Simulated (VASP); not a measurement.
# Fe (I4/mmm) in VASP: further runs, part 2 of 2

VASP 6.6.1. The steps go on from the part before.

## (3) Single point, PBE, collinear spin, ferromagnetic start (volume 11.351 Å^3 an atom, c/a of the conventional cell 1.4530)

INCAR

```
ALGO = Fast ; EDIFF = 1E-6
ENCUT = 520 ; GGA = PE
ISIF = 2 ; ISMEAR = 0
ISPIN = 2 ; LASPH = T
LCHARG = F ; LMAXMIX = 4
LORBIT = 11 ; LREAL = F
LWAVE = F ; MAGMOM = 2.44
NBANDS = 14 ; NELM = 150
PREC = Accurate ; SIGMA = 0.15
```

KPOINTS

```
k-points
0
Gamma
  12 12 12
```

POSCAR

```
Fe
1.0
   -1.2499876638      1.2499876638      1.8162320755
    1.2499876638     -1.2499876638      1.8162320755
    1.2499876638      1.2499876638     -1.8162320755
Fe
1
Direct
    0.0000000000      0.0000000000      0.0000000000
```

Potentials or basis: VASP PAW PBE potentials, release 64 (Fe).

Started as:

```bash
$ cat potpaw_PBE.64/Fe/POTCAR > POTCAR
$ mpirun -np 1 vasp_std > vasp.out
```

OUTCAR:

```text
EDIFF = 1E-6
   ENCUT = 520
   GGA = PE
   ISIF = 2
   ISMEAR = 0
   ISPIN = 2
   LASPH = T
   LORBIT = 11
   LREAL = F
   NELM = 150
   PREC = Accurate

 ion  position               nearest neighbor table
   1  0.000  0.000  0.000-

  LATTYP: Found a body centered tetragonal cell.
 ALAT       =     2.4999753276
 C/A-ratio  =     1.4530000000

  Lattice vectors:

 A1 = (  -1.2499876638,   1.2499876638,   1.8162320755)
 A2 = (   1.2499876638,  -1.2499876638,   1.8162320755)
 A3 = (   1.2499876638,   1.2499876638,  -1.8162320755)

Analysis of symmetry for initial positions (statically):
=====================================================================
 Subroutine PRICEL returns:
 Original cell was already a primitive cell.

 Routine SETGRP: Setting up the symmetry group for a
 body centered tetragonal supercell.

 Subroutine GETGRP returns: Found 16 space group operations
 (whereof 16 operations were pure point group operations)
 out of a pool of 16 trial point group operations.

The static configuration has the point symmetry D_4h.

Analysis of symmetry for dynamics (positions and initial velocities):
=====================================================================
 Subroutine PRICEL returns:
 Original cell was already a primitive cell.

 Routine SETGRP: Setting up the symmetry group for a
 body centered tetragonal supercell.

 Subroutine GETGRP returns: Found 16 space group operations
 (whereof 16 operations were pure point group operations)
 out of a pool of 16 trial point group operations.

The dynamic configuration has the point symmetry D_4h.

Analysis of structural, dynamic, and magnetic symmetry:
=====================================================================
 Subroutine PRICEL returns:
 Original cell was already a primitive cell.

 Routine SETGRP: Setting up the symmetry group for a
 body centered tetragonal supercell.

 Subroutine GETGRP returns: Found 16 space group operations
 (whereof 16 operations were pure point group operations)
 out of a pool of 16 trial point group operations.

The overall configuration has the point symmetry D_4h.

 Subroutine INISYM returns: Found 16 space group operations
 (whereof 16 operations are pure point group operations),
 and found     1 'primitive' translations

----------------------------------------------------------------------------------------

                                     Primitive cell

  volume of cell :      11.3512

  direct lattice vectors                    reciprocal lattice vectors
    -1.249987664  1.249987664  1.816232076     0.000000000  0.400003948  0.275295215
     1.249987664 -1.249987664  1.816232076     0.400003948  0.000000000  0.275295215
     1.249987664  1.249987664 -1.816232076     0.400003948  0.400003948  0.000000000

  length of vectors
     2.534489548  2.534489548  2.534489548     0.485582757  0.485582757  0.565691008

  position of ions in fractional coordinates (direct lattice)
     0.000000000  0.000000000  0.000000000

  ion indices of the primitive-cell ions
   primitive index   ion index
                 1           1

----------------------------------------------------------------------------------------

 KPOINTS: k-points

Automatic generation of k-mesh.
 Grid dimensions read from file:
 generate k-points for:   12   12   12

[... 60 lines left out ...]
   LASPH  =      T    aspherical Exc in radial PAW
   ENCUT  =  520.0 eV  38.22 Ry    6.18 a.u.   4.71  4.71  4.71*2*pi/ulx,y,z
   NELM   =    150;   NELMIN=  2; NELMDL= -5     # of ELM steps
   EDIFF  = 0.1E-05   stopping-criterion for ELM
   LREAL  =      F    real-space projection
[... 7 lines left out ...]
   TEBEG  =    0.0;   TEEND  =   0.0 temperature during run
   PSTRESS=    0.0 pullay stress
   NELECT =       8.0000    total number of electrons
   NUPDOWN=      -1.0000    fix difference up-down
   EMIN   =  10.00;   EMAX   =-10.00  energy-range for DOS
   EFERMI =   0.00;   METHOD = LEGACY
   ISMEAR =     0;   SIGMA  =   0.15  broadening in eV -4-tet -1-fermi 0-gaus
   EFERMI_NEDOS =   21; number of points for ismear=-14 and -15
   IALGO  =     68    algorithm
   IMIX   =      4    mixing-type and parameters
     AMIX     =   0.40;   BMIX     =  1.00
     AMIX_MAG =   1.60;   BMIX_MAG =  1.00
  volume/ion in A,a.u.               =      11.35        76.60
  Fermi-wavevector in a.u.,A,eV,Ry     =   1.456880  2.753105 28.878372  2.122500
  Thomas-Fermi vector in A             =   2.573747
   LORBIT       =     11    0 simple, 1 ext, 2 COOP (PROOUT), +10 PAW based schemes
   GGA     = PE    functional components
   LHFCALC =     F    Hartree Fock is set to
   AEXX    =    0.0000 exact exchange contribution
   IVDW    =     0    specifies the selected vdW correction
   LEPSILON=     F    determine dielectric tensor
   LRPA    =     F    only Hartree local field effects (RPA)
 spin polarized calculation
 RMM-DIIS sequential band-by-band and
 Gauss-broadening in eV      SIGMA  =   0.15
  energy-cutoff  :      520.00
  volume of cell :       11.35
 maximum number of plane-waves:       318
   NGX =  9   NGY =  9   NGZ =  9

 number of electron       7.9999997 magnetization       1.5477206

 Free energy of the ion-electron system (eV)
  ---------------------------------------------------
  ext. energy  EPLUGINS =         0.00000000
  ---------------------------------------------------
  free energy    TOTEN  =        -8.07193764 eV

  energy without entropy =       -8.04931720  energy(sigma->0) =       -8.06062742

 E-fermi :   5.7941     XC(G=0): -13.1440

 val. band max:        5.7939424926   @ k =  -0.1667   0.4167   0.1667
 cond. band min:       5.8014402158   @ k =  -0.1667  -0.4167   0.1667
 fundamental gap:      0.0074977231
 Fermi energy:         5.7940770719

 spin component 1

 k-point     1 :       0.0000    0.0000    0.0000
  band No.  band energies     occupation
      1      -2.6045      1.00000
      2       3.7364      1.00000
      3       3.8935      1.00000
      4       3.8935      1.00000
      5       4.6873      1.00000
      6       4.8558      1.00000
      7      28.2847      0.00000
      8      32.4653      0.00000
      9      32.9333      0.00000
     10      32.9333      0.00000
     11      35.7882      0.00000
     12      35.7882      0.00000
     13      36.0207      0.00000
     14      38.1151      0.00000
[... 379 lines left out ...]
      3       3.6803      1.00000
      4       4.1682      1.00000
      5       5.8464      0.31076
      6       6.6939      0.00000
      7      16.4492      0.00000
      8      24.9031      0.00000
      9      25.7529      0.00000
     10      28.4855      0.00000
     11      37.6594      0.00000
     12      38.8088      0.00000
     13      39.2076      0.00000
     14      44.7756      0.00000

 [... further k-points ...]

 spin component 2

 k-point     1 :       0.0000    0.0000    0.0000
  band No.  band energies     occupation
      1      -2.4655      1.00000
      2       4.9045      1.00000
      3       5.1564      1.00000
      4       5.1565      1.00000
      5       6.7480      0.00000
      6       7.0195      0.00000
      7      28.0376      0.00000
      8      32.6978      0.00000
      9      33.2872      0.00000
     10      33.2872      0.00000
     11      36.1583      0.00000
     12      36.1583      0.00000
     13      36.3792      0.00000
     14      37.6584      0.00000
[... 379 lines left out ...]
      3       5.0502      1.00000
      4       5.7720      0.58260
      5       7.6271      0.00000
      6       7.9887      0.00000
      7      17.0383      0.00000
      8      25.1444      0.00000
      9      26.1888      0.00000
     10      28.8292      0.00000
     11      37.8708      0.00000
     12      39.1761      0.00000
     13      39.5504      0.00000
     14      45.0884      0.00000

 [... further k-points ...]
[... 5 lines left out ...]
  --------------------------------------------------------------------------------------
  -------------------------------------------------------------------------------------
  Total       -0.6251352     -0.6251352     -0.7380601      0.0000000     -0.0000000      0.0000000
  in kB      -88.2351813    -88.2351813   -104.1740425      0.0000000     -0.0000000      0.0000000
  external PRESSURE =     -93.5481350 kB  Pullay stress =       0.0000000 kB

 VOLUME and BASIS-vectors are now :
 -----------------------------------------------------------------------------
  energy-cutoff  :      520.00
  volume of cell :       11.35
      direct lattice vectors                 reciprocal lattice vectors
    -1.249987664  1.249987664  1.816232076     0.000000000  0.400003948  0.275295215
     1.249987664 -1.249987664  1.816232076     0.400003948  0.000000000  0.275295215
     1.249987664  1.249987664 -1.816232076     0.400003948  0.400003948  0.000000000

 POSITION                                       TOTAL-FORCE (eV/Angst)
 -----------------------------------------------------------------------------------
      0.00000      0.00000      0.00000        -0.000000     -0.000000      0.000000
 -----------------------------------------------------------------------------------
    total drift:                                0.000000     -0.000000     -0.000000

  FREE ENERGIE OF THE ION-ELECTRON SYSTEM (eV)
  ---------------------------------------------------
  free  energy   TOTEN  =        -8.0719376379 eV

  energy  without entropy=       -8.0493172013  energy(sigma->0) =       -8.06062742

 total charge

# of ion       s       p       d       tot
------------------------------------------
    1        0.490   0.537   6.239   7.266

 magnetization (x)

# of ion       s       p       d       tot
------------------------------------------
    1       -0.010  -0.031   1.583   1.542
```

OSZICAR:

```text
N       E                     dE             d eps       ncg     rms          rms(c)
DAV:   1     0.219083416171E+02    0.21908E+02   -0.37936E+03  9864   0.695E+02
DAV:   2    -0.828808959392E+01   -0.30196E+02   -0.27949E+02  9974   0.128E+02
DAV:   3    -0.921069289822E+01   -0.92260E+00   -0.90674E+00 11000   0.230E+01
DAV:   4    -0.921382206958E+01   -0.31292E-02   -0.31288E-02 10826   0.123E+00
DAV:   5    -0.921383655493E+01   -0.14485E-04   -0.14485E-04 11114   0.856E-02    0.117E+01
RMM:   6    -0.818757758641E+01    0.10263E+01   -0.15722E+00 11614   0.137E+01    0.468E+00
RMM:   7    -0.809156067290E+01    0.96017E-01   -0.60932E-02 11661   0.278E+00    0.253E+00
RMM:   8    -0.807813970610E+01    0.13421E-01   -0.51818E-03 11918   0.547E-01    0.792E-01
RMM:   9    -0.807206646556E+01    0.60732E-02   -0.77472E-04 11581   0.193E-01    0.304E-01
RMM:  10    -0.807169111360E+01    0.37535E-03   -0.38349E-04 11637   0.198E-01    0.123E-01
RMM:  11    -0.807179482089E+01   -0.10371E-03   -0.89289E-05 11771   0.724E-02    0.107E-01
RMM:  12    -0.807188149865E+01   -0.86678E-04   -0.44313E-05 11807   0.519E-02    0.633E-02
RMM:  13    -0.807191252902E+01   -0.31030E-04   -0.22969E-05 11651   0.288E-02    0.395E-02
RMM:  14    -0.807192767173E+01   -0.15143E-04   -0.80989E-06 11444   0.184E-02    0.233E-02
RMM:  15    -0.807193701677E+01   -0.93450E-05   -0.76079E-06 11809   0.201E-02    0.546E-03
RMM:  16    -0.807193763789E+01   -0.62113E-06   -0.15214E-06 10141   0.794E-03
   1 F= -.80719376E+01 E0= -.80606274E+01  d E =-.226204E-01  mag=     1.5516
```

It took 2.7 min on 1 thread of AMD EPYC, shared host; peak memory 0.13 GiB.

Results:

```yaml
Free_energy: -8.0719 eV
Pressure: -9.4 GPa
Net_moment: 1.55 μB per cell
Site_moments: Fe +1.54 μB
Valence_electrons_inside_the_program's_atomic_spheres: Fe 7.27
```

## (4) Single point, PBE, collinear spin, ferromagnetic start (volume 10.443 Å^3 an atom, c/a of the conventional cell 1.4530)

INCAR

```
SYSTEM = Fe
PREC     = Accurate       ! precision mode
ENCUT    = 600            ! plane-wave cutoff, eV
EDIFF    = 1E-6           ! SCF threshold, eV
ISMEAR   = 0              ! smearing method
SIGMA    = 0.15           ! smearing width, eV
LREAL    = .FALSE.        ! projectors in reciprocal space
LASPH    = .TRUE.         ! aspherical terms in the spheres
NELM     = 200            ! most SCF steps
ALGO     = Normal         ! electronic algorithm
ISIF     = 2              ! what is computed and relaxed
LWAVE    = .FALSE.        ! write WAVECAR
LCHARG   = .FALSE.        ! write CHGCAR
ISPIN    = 2              ! spin polarisation
MAGMOM   = 2.44           ! initial moments
LORBIT   = 11             ! projections on sites
LMAXMIX  = 4              ! l up to which the mixer works
GGA      = PE             ! functional
NBANDS   = 18             ! bands
GGA_COMPAT= .FALSE.
```

KPOINTS

```
regular mesh
0
G
  12 12 12
  0 0 0
```

POSCAR

```
Fe
1.0
   -1.2157190559      1.2157190559      1.7664397882
    1.2157190559     -1.2157190559      1.7664397882
    1.2157190559      1.2157190559     -1.7664397882
Fe
1
Direct
    0.0000000000      0.0000000000      0.0000000000
```

Potentials or basis: VASP PAW PBE potentials, release 64 (Fe_sv).

Started as:

```bash
$ cat potpaw_PBE.64/Fe_sv/POTCAR > POTCAR
$ mpirun -np 1 vasp_std > vasp.out
```

Wall time 34 s (1 thread of Intel Xeon 6975P-C (Granite Rapids), shared host); peak memory 0.17 GiB.

It converged, with:

- Free energy: -8.2189 eV
- Pressure: -1.2 GPa
- Net moment: 0.99 μB per cell
- Site moments: Fe +0.98 μB
- Valence electrons inside the program's atomic spheres: Fe 13.78

Stress tensor (GPa, compression positive):
```
 0.55  0.00  0.00
 0.00  0.55  0.00
 0.00  0.00 -4.77
```

Levels at points of the mesh, in eV from the Fermi level:
Spin up:
```tsv
k point	band 4	band 5	band 6	band 7	band 8	band 9	band 10	band 11	band 12	band 13
(0.00, 0.00, 0.00)	-53.46	-8.96	-2.10	-1.89	-1.89	-0.96	-0.74	22.48	27.33	27.97
(0.50, 0.00, 0.00)	-53.52	-5.05	-2.37	-2.17	-0.06	0.37	0.47	7.81	21.09	25.70
(0.50, 0.50, 0.00)	-53.65	-5.38	-4.43	0.13	0.75	0.93	3.17	11.27	15.33	15.49
(0.50, 0.50, 0.50)	-53.64	-5.37	-4.39	0.13	0.82	0.82	2.49	10.60	16.06	16.06
```
Spin down:
```csv
k point,band 5,band 6,band 7,band 8,band 9,band 10,band 11,band 12
"(0.00, 0.00, 0.00)",-8.85,-1.44,-1.20,-1.20,0.55,0.84,22.33,27.52
"(0.50, 0.00, 0.00)",-4.64,-1.30,-1.03,0.02,1.49,1.58,8.33,20.99
"(0.50, 0.50, 0.00)",-4.43,-3.90,1.54,1.70,1.74,3.28,12.07,15.53
"(0.50, 0.50, 0.50)",-4.46,-3.87,1.61,1.61,1.79,2.59,11.40,16.28
```

## (5) Summary

```tsv
potentials or basis	cell	cutoff (eV)	second run	gap on the mesh (eV)	pressure (GPa)	moment (μB)
VASP PAW PBE potentials, release 64 (Fe)	a = 2.504 Å, angles 118.4, 118.4, 92.7°, 1 atom	520	-	none	5.6	2.30
VASP PAW PBE potentials, release 64 (Fe)	a = 2.534 Å, angles 120.9, 120.9, 88.4°, 1 atom	520	-	none	-9.4	1.55
VASP PAW PBE potentials, release 64 (Fe_sv)	a = 2.465 Å, angles 120.9, 120.9, 88.4°, 1 atom	600	valence_matched	none	-1.2	0.99
```

Alike in all rows: task single point; level PBE; spin collinear, ferromagnetic start; k mesh 12 × 12 × 12; smearing gaussian 0.15 eV.

Absolute energies hang on the potentials; compare differences alone.
